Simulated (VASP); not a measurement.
Crystal: HfB2.

```
Hf B
1.0
     3.14000    0.00000    0.00000
    -1.57000    2.71932    0.00000
     0.00000    0.00000    3.48000
Hf B
1 2
Direct
  0.00000 0.00000 0.00000
  0.33333 0.66667 0.50000
  0.66667 0.33333 0.50000
```

Base run:

```yaml
Program: VASP 6.6.1
Functional: PBE
Potentials_or_basis: VASP PAW PBE potentials, release 64 (Hf_pv, B)
Cutoff: 520 eV
k_mesh: 12 × 12 × 10
Occupations: gaussian, width 0.05 eV
Spin: no spin polarisation
```

Its results: band gap on the k mesh zero (bands 8 and 9 overlap by 1.31 eV); pressure 1.0 GPa.

Task: The run is repeated on the same cell with these changes: functional from PBE to r2SCAN. What comes out?

Result: Band gap on the k mesh zero (bands 8 and 9 overlap by 1.45 eV); pressure -1.3 GPa.

Caveats: spin-orbit coupling is left out, which moves the levels of the heavy elements; the PAW data sets were made with another functional, which shifts forces and pressure a little (at least some runs).
